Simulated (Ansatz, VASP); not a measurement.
**One calculation of BaTiO3, two programs**

```
Ba Ti O
1.0
     3.95204    0.00000    0.00000
     0.00000    3.95204    0.00000
     0.00000    0.00000    4.06090
Ba Ti O
1 1 3
Direct
  0.00000 0.00000 0.99645
  0.50000 0.50000 0.48030
  0.50000 0.50000 0.02950
  0.50000 0.00000 0.51838
  0.00000 0.50000 0.51838
```

Alike in both runs: functional PBEsol; k mesh 4 × 4 × 4; no spin polarisation.

Ansatz relaxed the structure, and its values are those at the end. VASP's run is a single point on that final structure, the one shown.

|  | VASP | Ansatz |
| --- | --- | --- |
| version | VASP 6.6.1 | Ansatz 0.2.0 |
| potentials or method | VASP PAW PBE potentials, release 64 (Ba_sv, Ti_sv, O_h), cutoff 1340 eV | plane waves, PAW |
| occupations | gaussian, width 0.01 eV | fixed |
| valence electrons in the cell | 40 | 40 |

```tsv
	VASP	Ansatz	Ansatz less VASP
pressure (GPa)	1.8	0.0	-1.77
rms of the force components (eV/Å)	0.016	0.001	-0.0150
```

VASP's potentials were made for PBE, not for PBEsol.

Spin-orbit coupling is off throughout.
